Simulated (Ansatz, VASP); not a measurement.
Ca2Ge2N in VASP and in Ansatz

The input INCAR:

```
SYSTEM = Ca2Ge2N
PREC = Accurate ; ENCUT = 520
EDIFF = 1E-6 ; ISMEAR = 0
SIGMA = 0.1 ; LREAL = .FALSE.
LASPH = .TRUE. ; NELM = 80
ALGO = Normal ; ISIF = 2
LWAVE = .FALSE. ; LCHARG = .FALSE.
GGA = PE ; NBANDS = 34
```

File KPOINTS:

```
regular mesh
0
G
  6 6 4
  0 0 0
```

The input POSCAR:

```
Ca2Ge2N
1.0
    4.3244437100      0.0000000000      0.0000000000
   -2.1622218600      3.7450781100      0.0000000000
    0.0000000000      0.0000000000      7.2043394700
Ca Ge N
2 2 1
Direct
    0.3333333300      0.6666666700      0.6286000000
    0.6666666700      0.3333333300      0.3714000000
    0.3333333300      0.6666666700      0.2570999900
    0.6666666700      0.3333333300      0.7429000100
    0.0000000000      0.0000000000      0.0000000000
```

Input for Ansatz:

```yaml
crystal:
  lattice:
    - [4.32444371, 0.0, 0.0]
    - [-2.16222186, 3.74507811, 0.0]
    - [0.0, 0.0, 7.20433947]
  atoms:
    - { symbol: Ca, position: [0.33333333, 0.66666667, 0.6286] }
    - { symbol: Ca, position: [0.66666667, 0.33333333, 0.3714] }
    - { symbol: Ge, position: [0.33333333, 0.66666667, 0.25709999] }
    - { symbol: Ge, position: [0.66666667, 0.33333333, 0.74290001] }
    - { symbol: "N", position: [0.0, 0.0, 0.0] }
basis:
  ecutwfc: 420
kpoints:
  mp_grid: { grid: [6, 6, 4] }
hamiltonian:
  xc: pbe
scf:
  occupations: { method: gaussian, width: 0.1 }
  lower_state_search: "off"
output:
  forces: true
  stress: true
  eigenvalues: true
```

Change from the starting cell: species swapped into the SrMg2Sb2 type (P-3m1, No. 164).

Alike in both runs: task single point; functional PBE; k mesh 6 × 6 × 4; occupations gaussian, width 0.1 eV; no spin polarisation.

```csv
,VASP,Ansatz
version,VASP 6.6.1,Ansatz 0.2.0
potentials or method,"VASP PAW PBE potentials, release 64 (Ca_sv, Ge_d, N), cutoff 520 eV","scalar-relativistic, plane waves, PAW"
valence electrons in the cell,53,53
```

```tsv
	VASP	Ansatz	Ansatz less VASP
gap on the k mesh at the Fermi level (eV)	none	none	-
pressure (GPa)	8.9	8.8	-0.15
traceless stress, the component that is largest in VASP (GPa)	-5.68	-5.68	+0.001
rms of the force components (eV/Å)	1.535	1.523	-0.0113
```

Atom by atom the forces differ by 0.012 eV/Å (rms over components). A gap of «none» marks a metal or a gap that the smearing closes. With one functional, cell and mesh, what is left measures potentials, basis and numerics.
